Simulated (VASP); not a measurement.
# CdS (Greenockite) (P6_3mc) in VASP: a series of runs

CdS (Greenockite) is run at these levels: PBEsol, LDA; tasks: single point.

Everything below comes from runs of VASP 6.6.1. Logs are shortened: lines on timing, memory, paths and dates and some standing lists are left out, and cuts for length are marked.

## (1) The cell of the first run

It takes space group P6_3mc (No. 186, hexagonal). The conventional cell has a = 4.065 Å, b = 4.065 Å, c = 6.599 Å, α = 90.00°, β = 90.00°, γ = 120.00°. Within 3.3 Å of Cd (site symmetry 3m) lie 4 S at 2.47 to 2.49 Å. S (site symmetry 3m) has 4 Cd at 2.47 to 2.49 Å within 3.3 Å.

## (2) Single point, PBEsol (volume scaled by 0.94)

The input, INCAR:

```
SYSTEM = CdS
ALGO = Normal
EDIFF = 1E-6
ENCUT = 520
GGA = PS
ISIF = 2
ISMEAR = -1
LASPH = .TRUE.
LCHARG = .TRUE.
LELF = .TRUE.
LREAL = .FALSE.
LVHAR = .TRUE.
LWAVE = .FALSE.
NBANDS = 26
NELM = 80
PREC = Accurate
SIGMA = 0.05
```

The input, KPOINTS:

```
k-points
0
G
  7 7 4
  0 0 0
```

The input, POSCAR:

```
CdS
1.0
    4.0652823512      0.0000000000      0.0000000000
   -2.0326411756      3.5206377897      0.0000000000
    0.0000000000      0.0000000000      6.5994716144
Cd S
2 2
Direct
    0.6666666667      0.3333333333      0.5000000000
    0.3333333333      0.6666666667      0.0000000000
    0.6666666667      0.3333333333      0.8750000000
    0.3333333333      0.6666666667      0.3750000000
```

Potentials or basis: VASP PAW PBE potentials, release 64 (Cd, S).

Started as:

```sh
$ cat potpaw_PBE.64/Cd/POTCAR potpaw_PBE.64/S/POTCAR > POTCAR
$ mpirun -np 1 vasp_std > vasp.out
```

OUTCAR:

```text
SYSTEM = CdS
   EDIFF = 1E-6
   ENCUT = 520
   GGA = PS
   ISIF = 2
   ISMEAR = -1
   LASPH = .TRUE.
   LREAL = .FALSE.
   NELM = 80
   PREC = Accurate

 ion  position               nearest neighbor table
   1  0.667  0.333  0.500-   3 2.47   4 2.49   4 2.49   4 2.49
   2  0.333  0.667  0.000-   4 2.47   3 2.49   3 2.49   3 2.49
   3  0.667  0.333  0.875-   1 2.47   2 2.49   2 2.49   2 2.49
   4  0.333  0.667  0.375-   2 2.47   1 2.49   1 2.49   1 2.49

  LATTYP: Found a hexagonal cell.
 ALAT       =     4.0652823512
 C/A-ratio  =     1.6233734940

  Lattice vectors:

 A1 = (   4.0652823512,   0.0000000000,   0.0000000000)
 A2 = (  -2.0326411756,   3.5206377897,   0.0000000000)
 A3 = (   0.0000000000,   0.0000000000,   6.5994716144)

Analysis of symmetry for initial positions (statically):
=====================================================================
 Subroutine PRICEL returns:
 Original cell was already a primitive cell.

 Routine SETGRP: Setting up the symmetry group for a
 hexagonal supercell.

 Subroutine GETGRP returns: Found 12 space group operations
 (whereof  6 operations were pure point group operations)
 out of a pool of 24 trial point group operations.

The static configuration has the point symmetry C_3v.
 The point group associated with its full space group is C_6v.

Analysis of symmetry for dynamics (positions and initial velocities):
=====================================================================
 Subroutine PRICEL returns:
 Original cell was already a primitive cell.

 Routine SETGRP: Setting up the symmetry group for a
 hexagonal supercell.

 Subroutine GETGRP returns: Found 12 space group operations
 (whereof  6 operations were pure point group operations)
 out of a pool of 24 trial point group operations.

The dynamic configuration has the point symmetry C_3v.
 The point group associated with its full space group is C_6v.

 Subroutine INISYM returns: Found 12 space group operations
 (whereof  6 operations are pure point group operations),
 and found     1 'primitive' translations

----------------------------------------------------------------------------------------

                                     Primitive cell

  volume of cell :      94.4542

  direct lattice vectors                    reciprocal lattice vectors
     4.065282351  0.000000000  0.000000000     0.245985374  0.142019722  0.000000000
    -2.032641176  3.520637790  0.000000000     0.000000000  0.284039444  0.000000000
     0.000000000  0.000000000  6.599471614     0.000000000  0.000000000  0.151527283

  length of vectors
     4.065282351  4.065282351  6.599471614     0.284039444  0.284039444  0.151527283

  position of ions in fractional coordinates (direct lattice)
     0.666666667  0.333333333  0.500000000
     0.333333333  0.666666667  0.000000000
     0.666666667  0.333333333  0.875000000
     0.333333333  0.666666667  0.375000000

  ion indices of the primitive-cell ions
   primitive index   ion index
                 1           1
                 2           2
                 3           3
                 4           4

----------------------------------------------------------------------------------------

 KPOINTS: k-points

Automatic generation of k-mesh.
 Grid dimensions read from file:
 generate k-points for:    7    7    4

 Generating k-lattice:

  Cartesian coordinates                     Fractional coordinates (reciprocal lattice)
     0.035140768  0.020288532  0.000000000     0.142857143  0.000000000  0.000000000
     0.000000000  0.040577063  0.000000000     0.000000000  0.142857143  0.000000000
     0.000000000  0.000000000  0.037881821     0.000000000  0.000000000  0.250000000

  Length of vectors
     0.040577063  0.040577063  0.037881821

  Shift w.r.t. Gamma in fractional coordinates (k-lattice)
     0.000000000  0.000000000  0.000000000

 Subroutine IBZKPT returns following result:
 ===========================================

 Found     24 irreducible k-points:

 Following reciprocal coordinates:
            Coordinates               Weight
  0.000000  0.000000  0.000000      1.000000
  0.142857  0.000000  0.000000      6.000000
  0.285714 -0.000000  0.000000      6.000000
  0.428571  0.000000  0.000000      6.000000
  0.142857  0.142857  0.000000      6.000000
  0.285714  0.142857  0.000000     12.000000
[... 16 lines left out ...]
  0.428571  0.142857  0.500000      6.000000
  0.285714  0.285714  0.500000      6.000000
   k-points           NKPTS =     24   k-points in BZ     NKDIM =     24   number of bands    NBANDS=     26
   number of dos      NEDOS =    301   number of ions     NIONS =      4
   total plane-waves  NPLWV =  45000
   dimension x,y,z NGX =    30 NGY =   30 NGZ =   50
   dimension x,y,z NGXF=    60 NGYF=   60 NGZF=  100
   ions per type =               2   2
   NGX,Y,Z   is equivalent  to a cutoff of  12.27, 12.27, 12.60 a.u.
   NGXF,Y,Z  is equivalent  to a cutoff of  24.54, 24.54, 25.19 a.u.
 SYSTEM =  CdS
   PREC   = accura    normal or accurate (medium, high low for compatibility)
   ISTART =      0    job   : 0-new  1-cont  2-samecut
   ICHARG =      2    charge: 1-file 2-atom 10-const
   ISPIN  =      1    spin polarized calculation?
   LNONCOLLINEAR =      F non collinear calculations
   LSORBIT =      F    spin-orbit coupling
   LASPH  =      T    aspherical Exc in radial PAW
   ENCUT  =  520.0 eV  38.22 Ry    6.18 a.u.   7.56  7.56 12.27*2*pi/ulx,y,z
   NELM   =     80;   NELMIN=  2; NELMDL= -5     # of ELM steps
   EDIFF  = 0.1E-05   stopping-criterion for ELM
   LREAL  =      F    real-space projection
   EDIFFG = 0.1E-04   stopping-criterion for IOM
   NSW    =      0    number of steps for IOM
   IBRION =     -1    ionic relax: 0-MD 1-quasi-New 2-CG
   NFREE  =      0    steps in history (QN), initial steepest desc. (CG)
   ISIF   =      2    stress and relaxation
   ISYM   =      2    0-nonsym 1-usesym 2-fastsym
   POTIM  = 0.5000    time-step for ionic-motion
   TEBEG  =    0.0;   TEEND  =   0.0 temperature during run
   PSTRESS=    0.0 pullay stress
   NELECT =      36.0000    total number of electrons
   NUPDOWN=      -1.0000    fix difference up-down
   EMIN   =  10.00;   EMAX   =-10.00  energy-range for DOS
   EFERMI =   0.00;   METHOD = LEGACY
   ISMEAR =    -1;   SIGMA  =   0.05  broadening in eV -4-tet -1-fermi 0-gaus
   EFERMI_NEDOS =   21; number of points for ismear=-14 and -15
   IALGO  =     38    algorithm
   IMIX   =      4    mixing-type and parameters
     AMIX     =   0.40;   BMIX     =  1.00
     AMIX_MAG =   1.60;   BMIX_MAG =  1.00
  volume/ion in A,a.u.               =      23.61       159.35
  Fermi-wavevector in a.u.,A,eV,Ry     =   1.186958  2.243025 19.168822  1.408869
  Thomas-Fermi vector in A             =   2.323119
   LORBIT       =      0    0 simple, 1 ext, 2 COOP (PROOUT), +10 PAW based schemes
   GGA     = PS    functional components
   LHFCALC =     F    Hartree Fock is set to
   AEXX    =    0.0000 exact exchange contribution
   IVDW    =     0    specifies the selected vdW correction
   LEPSILON=     F    determine dielectric tensor
   LRPA    =     F    only Hartree local field effects (RPA)
 non-spin polarized calculation
  energy-cutoff  :      520.00
  volume of cell :       94.45
 maximum number of plane-waves:      2571
 NGX is ok and might be reduce to    30
   NGX = 15   NGY = 15   NGZ = 25

 number of electron      36.0000027 magnetization

 Free energy of the ion-electron system (eV)
  ---------------------------------------------------
  ext. energy  EPLUGINS =         0.00000000
  ---------------------------------------------------
  free energy    TOTEN  =       -13.57785139 eV

  energy without entropy =      -13.57785124  energy(sigma->0) =      -13.57785132

 E-fermi :   2.2744     XC(G=0):  -9.6045

 val. band max:        1.6481221344   @ k =   0.0000   0.0000   0.0000
 cond. band min:       2.8460200542   @ k =   0.0000   0.0000   0.0000
 fundamental gap:      1.1978979198
 Fermi energy:         2.2743833446

 k-point     1 :       0.0000    0.0000    0.0000
  band No.  band energies     occupation
      1     -11.0604      2.00000
      2     -10.5601      2.00000
      3      -6.2701      2.00000
      4      -6.2437      2.00000
      5      -6.2437      2.00000
      6      -6.1428      2.00000
[... 18 lines left out ...]
     25       9.1862      0.00000
     26       9.4153      0.00000

 k-point     2 :       0.1429    0.0000    0.0000
  band No.  band energies     occupation
      1     -10.9794      2.00000
      2     -10.5256      2.00000
      3      -6.2409      2.00000
      4      -6.2117      2.00000
      5      -6.1934      2.00000
      6      -6.1060      2.00000
[... 18 lines left out ...]
     25       9.1991      0.00000
     26       9.6479      0.00000

 k-point     3 :       0.2857   -0.0000    0.0000
  band No.  band energies     occupation
      1     -10.7863      2.00000
      2     -10.4569      2.00000
      3      -6.1819      2.00000
      4      -6.1535      2.00000
      5      -6.0578      2.00000
      6      -5.9885      2.00000
[... 18 lines left out ...]
     25       9.8262      0.00000
     26      10.1833      0.00000

 k-point     4 :       0.4286    0.0000    0.0000
  band No.  band energies     occupation
      1     -10.6091      2.00000
      2     -10.4228      2.00000
      3      -6.1535      2.00000
      4      -6.1244      2.00000
      5      -5.9489      2.00000
      6      -5.9051      2.00000
[... 18 lines left out ...]
     25      10.0387      0.00000
     26      11.5757      0.00000
[... 496 lines left out ...]
      1     -10.5275      2.00000
      2     -10.5275      2.00000
      3      -6.0977      2.00000
      4      -6.0977      2.00000
      5      -6.0305      2.00000
      6      -6.0305      2.00000
[... 18 lines left out ...]
     25       9.8183      0.00000
     26       9.8183      0.00000

 k-point    23 :       0.4286    0.1429    0.5000
  band No.  band energies     occupation
      1     -10.4741      2.00000
      2     -10.4741      2.00000
      3      -6.0926      2.00000
      4      -6.0926      2.00000
      5      -6.0098      2.00000
      6      -6.0098      2.00000
[... 18 lines left out ...]
     25      10.4148      0.00000
     26      10.4148      0.00000

 k-point    24 :       0.2857    0.2857    0.5000
  band No.  band energies     occupation
      1     -10.4621      2.00000
      2     -10.4621      2.00000
      3      -6.0610      2.00000
      4      -6.0610      2.00000
      5      -6.0157      2.00000
      6      -6.0157      2.00000
[... 18 lines left out ...]
     25      10.2962      0.00000
     26      10.2962      0.00000

------------------------ aborting loop because EDIFF is reached ----------------------------------------

  FORCE on cell =-STRESS in cart. coord.  units (eV):
  Direction    XX          YY          ZZ          XY          YZ          ZX
  --------------------------------------------------------------------------------------
  -------------------------------------------------------------------------------------
  Total        1.9346461      1.9346461      2.4214163      0.0000000      0.0000000      0.0000000
  in kB       32.8163961     32.8163961     41.0732265      0.0000000      0.0000000      0.0000000
  external PRESSURE =      35.5686729 kB  Pullay stress =       0.0000000 kB

 VOLUME and BASIS-vectors are now :
 -----------------------------------------------------------------------------
  energy-cutoff  :      520.00
  volume of cell :       94.45
      direct lattice vectors                 reciprocal lattice vectors
     4.065282351  0.000000000  0.000000000     0.245985374  0.142019722  0.000000000
    -2.032641176  3.520637790  0.000000000     0.000000000  0.284039444  0.000000000
     0.000000000  0.000000000  6.599471614     0.000000000  0.000000000  0.151527283

 POSITION                                       TOTAL-FORCE (eV/Angst)
 -----------------------------------------------------------------------------------
      2.03264      1.17355      3.29974        -0.000000     -0.000000     -0.079060
     -0.00000      2.34709      0.00000         0.000000      0.000000     -0.079060
      2.03264      1.17355      5.77454         0.000000     -0.000000      0.079060
     -0.00000      2.34709      2.47480        -0.000000      0.000000      0.079060
 -----------------------------------------------------------------------------------
    total drift:                                0.000000      0.000000      0.001089

  FREE ENERGIE OF THE ION-ELECTRON SYSTEM (eV)
  ---------------------------------------------------
  free  energy   TOTEN  =       -13.5778513906 eV

  energy  without entropy=      -13.5778512427  energy(sigma->0) =      -13.57785132
```

Run time: 24 s. Hardware: 1 thread of Intel Xeon 6975P-C (Granite Rapids), shared host; peak memory 0.21 GiB.

Results:

```
Free energy            : -13.5779 eV
Pressure               : 3.6 GPa
Largest force          : 0.079 eV/Å
Band gap on the k mesh : 1.20 eV, direct
```

Forces on the atoms (eV/Å):
```
Cd   0.000  0.000 -0.079
Cd   0.000  0.000 -0.079
S    0.000  0.000  0.079
S    0.000  0.000  0.079
```

Levels at points of the mesh, in eV from the valence-band top:
```
           k point  band 14  band 15  band 16  band 17  band 18  band 19  band 20  band 21  band 22  band 23
(0.00, 0.00, 0.00)    -0.86    -0.86    -0.05     0.00     0.00     1.20     2.74     6.36     6.36     6.69
(0.00, 0.00, 0.50)    -2.65    -0.45    -0.45    -0.45    -0.45     2.85     2.85     6.14     6.14     6.72
```

Caveat: the PAW data sets were made with another functional, which shifts forces and pressure a little.

## (3) Single point, LDA (volume scaled by 0.96)

The input, INCAR:

```
SYSTEM = CdS
PREC = Accurate ; ENCUT = 520
EDIFF = 1E-6 ; ISMEAR = -1
SIGMA = 0.05 ; LREAL = .FALSE.
LASPH = .TRUE. ; NELM = 60
ALGO = Normal ; ISIF = 2
LWAVE = .FALSE. ; LCHARG = .FALSE.
NBANDS = 26
```

The input, KPOINTS:

```
Automatic mesh
0
G
  7 7 4
  0 0 0
```

The input, POSCAR:

```
CdS
1.0
    4.0939120434      0.0000000000      0.0000000000
   -2.0469560217      3.5454318304      0.0000000000
    0.0000000000      0.0000000000      6.6459482979
Cd S
2 2
Direct
    0.6666666667      0.3333333333      0.5000000000
    0.3333333333      0.6666666667      0.0000000000
    0.6666666667      0.3333333333      0.8750000000
    0.3333333333      0.6666666667      0.3750000000
```

Potentials or basis: VASP PAW LDA potentials, release 64 (Cd, S).

Started as:

```sh
$ cat potpaw_LDA.64/Cd/POTCAR potpaw_LDA.64/S/POTCAR > POTCAR
$ mpirun -np 1 vasp_std > vasp.out
```

OUTCAR:

```text
SYSTEM = CdS
   PREC = Accurate
   ENCUT = 520
   EDIFF = 1E-6
   ISMEAR = -1
   LREAL = .FALSE.
   LASPH = .TRUE.
   NELM = 60
   ISIF = 2

 ion  position               nearest neighbor table
   1  0.667  0.333  0.500-   3 2.49   4 2.51   4 2.51   4 2.51
   2  0.333  0.667  0.000-   4 2.49   3 2.51   3 2.51   3 2.51
   3  0.667  0.333  0.875-   1 2.49   2 2.51   2 2.51   2 2.51
   4  0.333  0.667  0.375-   2 2.49   1 2.51   1 2.51   1 2.51

  LATTYP: Found a hexagonal cell.
 ALAT       =     4.0939120434
 C/A-ratio  =     1.6233734940

  Lattice vectors:

 A1 = (   4.0939120434,   0.0000000000,   0.0000000000)
 A2 = (  -2.0469560217,   3.5454318304,   0.0000000000)
 A3 = (   0.0000000000,   0.0000000000,   6.6459482979)

Analysis of symmetry for initial positions (statically):
=====================================================================
 Subroutine PRICEL returns:
 Original cell was already a primitive cell.

 Routine SETGRP: Setting up the symmetry group for a
 hexagonal supercell.

 Subroutine GETGRP returns: Found 12 space group operations
 (whereof  6 operations were pure point group operations)
 out of a pool of 24 trial point group operations.

[... 167 lines left out ...]

 val. band max:        1.3769939313   @ k =   0.0000   0.0000   0.0000
 cond. band min:       2.4108554043   @ k =   0.0000   0.0000   0.0000
 fundamental gap:      1.0338614730
 Fermi energy:         1.9218490381

 k-point     1 :       0.0000    0.0000    0.0000
  band No.  band energies     occupation
      1     -11.1622      2.00000
      2     -10.6796      2.00000
      3      -6.5029      2.00000
      4      -6.4772      2.00000
      5      -6.4772      2.00000
      6      -6.3823      2.00000
[... 685 lines left out ...]
     25       9.9302      0.00000
     26       9.9302      0.00000

------------------------ aborting loop because EDIFF is reached ----------------------------------------

  FORCE on cell =-STRESS in cart. coord.  units (eV):
  Direction    XX          YY          ZZ          XY          YZ          ZX
  --------------------------------------------------------------------------------------
  -------------------------------------------------------------------------------------
  Total       -0.2719216     -0.2719216      0.1786691      0.0000000      0.0000000      0.0000000
  in kB       -4.5163717     -4.5163717      2.9675329      0.0000000      0.0000000      0.0000000
  external PRESSURE =      -2.0217369 kB  Pullay stress =       0.0000000 kB

 VOLUME and BASIS-vectors are now :
 -----------------------------------------------------------------------------
  energy-cutoff  :      520.00
  volume of cell :       96.46
      direct lattice vectors                 reciprocal lattice vectors
     4.093912043  0.000000000  0.000000000     0.244265140  0.141026545  0.000000000
    -2.046956022  3.545431830  0.000000000     0.000000000  0.282053089  0.000000000
     0.000000000  0.000000000  6.645948298     0.000000000  0.000000000  0.150467617

 POSITION                                       TOTAL-FORCE (eV/Angst)
 -----------------------------------------------------------------------------------
      2.04696      1.18181      3.32297        -0.000000     -0.000000     -0.071390
     -0.00000      2.36362      0.00000         0.000000      0.000000     -0.071390
      2.04696      1.18181      5.81520         0.000000     -0.000000      0.071390
     -0.00000      2.36362      2.49223        -0.000000      0.000000      0.071390
 -----------------------------------------------------------------------------------
    total drift:                                0.000000      0.000000      0.000275

  FREE ENERGIE OF THE ION-ELECTRON SYSTEM (eV)
  ---------------------------------------------------
  free  energy   TOTEN  =       -14.8170425136 eV

  energy  without entropy=      -14.8170418349  energy(sigma->0) =      -14.81704217
```

Wall time 34 s (1 thread of Intel Xeon 6975P-C (Granite Rapids), shared host); peak memory 0.2 GiB.

What came out:

| Property | Result |
| --- | --- |
| Free energy | -14.8170 eV |
| Pressure | -0.2 GPa |
| Largest force | 0.071 eV/Å |
| Band gap on the k mesh | 1.03 eV, direct |

Forces on the atoms (eV/Å):
```
Cd   0.000  0.000 -0.071
Cd   0.000  0.000 -0.071
S    0.000  0.000  0.071
S    0.000  0.000  0.071
```

Levels at points of the mesh, in eV from the valence-band top:
```csv
k point,band 15,band 16,band 17,band 18,band 19,band 20,band 21,band 22
"(0.00, 0.00, 0.00)",-0.84,-0.05,0.00,0.00,1.03,2.61,6.28,6.28
"(0.00, 0.00, 0.50)",-0.43,-0.43,-0.43,-0.43,2.71,2.71,6.03,6.03
```
